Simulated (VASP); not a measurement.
Input of a VASP 6.6.1 run:

INCAR

```
SYSTEM = As
ALGO = Normal ; EDIFF = 1E-7
ENCUT = 520 ; GGA = PE
ISIF = 2 ; ISMEAR = 1
LASPH = .True. ; LCHARG = .False.
LREAL = .False. ; LWAVE = .False.
NBANDS = 8 ; NELM = 100
PREC = Accurate ; SIGMA = 0.15
```

KPOINTS

```
k-points
0
Gamma
  9 9 9
  0 0 0
```

POSCAR

```
As
1.0
    2.7215874389      0.0000000000      0.0000000000
    0.0000000000      2.7215874389      0.0000000000
    0.0000000000      0.0000000000      2.7215874389
As
1
Direct
    0.5000000000      0.5000000000      0.5000000000
```

Potentials or basis: VASP PAW PBE potentials, release 64 (As).

Command:

```bash
$ cat potpaw_PBE.64/As/POTCAR > POTCAR
$ mpirun -np 1 vasp_std > vasp.out
```

Problem. Predict the pressure.

Solution. 0.6 GPa.
